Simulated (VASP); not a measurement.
# As (P6/mmm) in VASP: further runs, part 2 of 2

VASP 6.6.1. Earlier steps stand in the parts before.

**4. Single point, PBEsol**

This run uses another cell than the first one, of 19.48 Å³/atom, 0.761 times its volume.

Contents of INCAR:

```
SYSTEM = As
ALGO     = Normal         ! electronic algorithm
EDIFF    = 1E-6           ! SCF threshold, eV
ENCUT    = 520            ! plane-wave cutoff, eV
GGA      = PS             ! functional
ISIF     = 2              ! what is computed and relaxed
ISMEAR   = -1             ! smearing method
LASPH    = .TRUE.         ! aspherical terms in the spheres
LCHARG   = .FALSE.        ! write CHGCAR
LREAL    = .FALSE.        ! projectors in reciprocal space
LWAVE    = .FALSE.        ! write WAVECAR
NBANDS   = 12             ! bands
NELM     = 60             ! most SCF steps
PREC     = Accurate       ! precision mode
SIGMA    = 0.05           ! smearing width, eV
```

Contents of KPOINTS:

```
k-points
0
G
  7 7 9
  0 0 0
```

Contents of POSCAR:

```
As
1.0
    4.1765634514      0.0000000000      0.0000000000
   -2.0882817257      3.6170100494      0.0000000000
    0.0000000000      0.0000000000      2.5794550847
As
2
Direct
    0.3333333333      0.6666666667      0.0000000000
    0.6666666667      0.3333333333      0.0000000000
```

Potentials or basis: VASP PAW PBE potentials, release 64 (As).

Command:

```console
> cat potpaw_PBE.64/As/POTCAR > POTCAR
> mpirun -np 1 vasp_std > vasp.out
```

OUTCAR:

```text
SYSTEM = As
   EDIFF = 1E-6
   ENCUT = 520
   GGA = PS
   ISIF = 2
   ISMEAR = -1
   LASPH = .TRUE.
   LREAL = .FALSE.
   NELM = 60
   PREC = Accurate

 ion  position               nearest neighbor table
   1  0.333  0.667  0.000-   2 2.41   2 2.41   2 2.41
   2  0.667  0.333  0.000-   1 2.41   1 2.41   1 2.41

  LATTYP: Found a hexagonal cell.
 ALAT       =     4.1765634514
 C/A-ratio  =     0.6176022739

  Lattice vectors:

 A1 = (   4.1765634514,   0.0000000000,   0.0000000000)
 A2 = (  -2.0882817257,   3.6170100494,   0.0000000000)
 A3 = (   0.0000000000,   0.0000000000,   2.5794550847)

Analysis of symmetry for initial positions (statically):
=====================================================================
 Subroutine PRICEL returns:
 Original cell was already a primitive cell.

 Routine SETGRP: Setting up the symmetry group for a
 hexagonal supercell.

 Subroutine GETGRP returns: Found 24 space group operations
 (whereof 24 operations were pure point group operations)
 out of a pool of 24 trial point group operations.

The static configuration has the point symmetry D_6h.

Analysis of symmetry for dynamics (positions and initial velocities):
[... 167 lines left out ...]

 k-point     1 :       0.0000    0.0000    0.0000
  band No.  band energies     occupation
      1     -10.0725      2.00000
      2      -1.9524      2.00000
      3       0.8986      2.00000
      4       0.8986      2.00000
      5       5.8820      1.99998
      6       5.8820      1.99998
      7      10.6046      0.00000
      8      10.9389      0.00000
      9      15.7607      0.00000
     10      16.8081      0.00000
     11      23.8976      0.00000
     12      23.9021      0.00000
[... 331 lines left out ...]
 k-point    24 :       0.2857    0.2857    0.2222
  band No.  band energies     occupation
      1      -7.0146      2.00000
      2      -5.8843      2.00000
      3      -0.3884      2.00000
      4       5.9318      1.99994
      5       6.0387      1.99946
      6       7.8692      0.00000
      7       8.0505      0.00000
      8      11.3735      0.00000
      9      13.9446      0.00000
     10      14.4231      0.00000
     11      19.2093      0.00000
     12      19.9134      0.00000

 [... further k-points ...]
[... 5 lines left out ...]
  --------------------------------------------------------------------------------------
  -------------------------------------------------------------------------------------
  Total        5.0762673      5.0762673      5.0443493      0.0000000     -0.0000000     -0.0000000
  in kB      208.7172253    208.7172253    207.4048784      0.0000000     -0.0000000     -0.0000000
  external PRESSURE =     208.2797763 kB  Pullay stress =       0.0000000 kB

 VOLUME and BASIS-vectors are now :
 -----------------------------------------------------------------------------
  energy-cutoff  :      520.00
  volume of cell :       38.97
      direct lattice vectors                 reciprocal lattice vectors
     4.176563451  0.000000000  0.000000000     0.239431296  0.138235723  0.000000000
    -2.088281726  3.617010049  0.000000000     0.000000000  0.276471446  0.000000000
     0.000000000  0.000000000  2.579455085     0.000000000  0.000000000  0.387678780

 POSITION                                       TOTAL-FORCE (eV/Angst)
 -----------------------------------------------------------------------------------
     -0.00000      2.41134      0.00000        -0.000000      0.000000      0.000000
      2.08828      1.20567      0.00000         0.000000     -0.000000      0.000000
 -----------------------------------------------------------------------------------
    total drift:                               -0.000000      0.000000     -0.000000

  FREE ENERGIE OF THE ION-ELECTRON SYSTEM (eV)
  ---------------------------------------------------
  free  energy   TOTEN  =        -9.2448503064 eV

  energy  without entropy=       -9.2416320204  energy(sigma->0) =       -9.24324116
```

It took 9.3 s on 1 thread of Intel Xeon Platinum 8488C (Sapphire Rapids), shared host; peak memory 0.15 GiB.

What came out:

```
Free energy            : -9.2449 eV
Pressure               : 20.8 GPa
Band gap on the k mesh : zero (band 5 reaches 9.13 eV, above the bottom of band 6 at 5.10 eV)
```

Stress tensor (GPa, compression positive):
```
20.87  0.00  0.00
 0.00 20.87  0.00
 0.00  0.00 20.74
```

Caveat: the PAW data sets were made with another functional, which shifts forces and pressure a little.

**5. Single point, PBEsol**

This run uses another cell than the first one, of 21.19 Å³/atom, 0.828 times its volume.

Contents of INCAR:

```
ALGO = Normal
EDIFF = 1E-7
ENCUT = 520
GGA = PS
ISIF = 2
ISMEAR = -1
LASPH = T
LCHARG = T
LELF = T
LREAL = F
LVHAR = T
LWAVE = F
NBANDS = 12
NELM = 80
PREC = Accurate
SIGMA = 0.05
```

Contents of KPOINTS:

```
k-points
0
Gamma
  7 7 9
```

Contents of POSCAR:

```
As
1.0
    4.2932431911      0.0000000000      0.0000000000
   -2.1466215955      3.7180576681      0.0000000000
    0.0000000000      0.0000000000      2.6546413558
As
2
Direct
    0.3333333333      0.6666666667      0.0000000000
    0.6666666667      0.3333333333      0.0000000000
```

Command:

```console
> cat potpaw_PBE.64/As/POTCAR > POTCAR
> mpirun -np 1 vasp_std > vasp.out
```

Wall time 12 s (1 thread of Intel Xeon Platinum 8488C (Sapphire Rapids), shared host); peak memory 0.15 GiB.

Results (log left out):

```
Free energy            : -9.5702 eV
Pressure               : 10.5 GPa
Band gap on the k mesh : zero (band 5 reaches 7.98 eV, above the bottom of band 6 at 4.13 eV)
```

Stress tensor (GPa, compression positive):
```
10.55  0.00  0.00
 0.00 10.55  0.00
 0.00  0.00 10.43
```

Levels at points of the mesh, in eV from the Fermi level:
| k point | band 2 | band 3 | band 4 | band 5 | band 6 | band 7 | band 8 | band 9 |
| --- | --- | --- | --- | --- | --- | --- | --- | --- |
| (0.00, 0.00, 0.00) | -8.36 | -5.02 | -5.02 | -0.25 | -0.25 | 4.18 | 4.37 | 9.09 |

Caveat: the PAW data sets were made with another functional, which shifts forces and pressure a little.

**6. Summary**

```tsv
level	cell	k mesh	grid for exact exchange (PRECFOCK)	share of exact exchange	screening parameter	gap on the mesh (eV)	pressure (GPa)
PBE-based screened hybrid	a = 4.566, b = 4.566, c = 2.834 Å, angles 90.0, 90.0, 120.0°, 2 atoms	4 × 4 × 5	Normal	0.5	0.2 1/Å	none	-5.9
PBEsol	a = 4.086, b = 4.086, c = 2.520 Å, angles 90.0, 90.0, 120.0°, 2 atoms	7 × 7 × 9	-	-	-	none	31.2
PBEsol	a = 4.177, b = 4.177, c = 2.579 Å, angles 90.0, 90.0, 120.0°, 2 atoms	7 × 7 × 9	-	-	-	none	20.8
PBEsol	a = 4.293, b = 4.293, c = 2.655 Å, angles 90.0, 90.0, 120.0°, 2 atoms	7 × 7 × 9	-	-	-	none	10.5
```

Alike in all rows: task single point; potentials or basis VASP PAW PBE potentials, release 64 (As); no spin polarisation; cutoff (eV) 520; smearing fermi-dirac 0.05 eV.

Caveats: some runs use coarse meshes; the PAW data sets were made with another functional, which shifts forces and pressure a little.

Absolute energies hang on the potentials; compare differences alone.
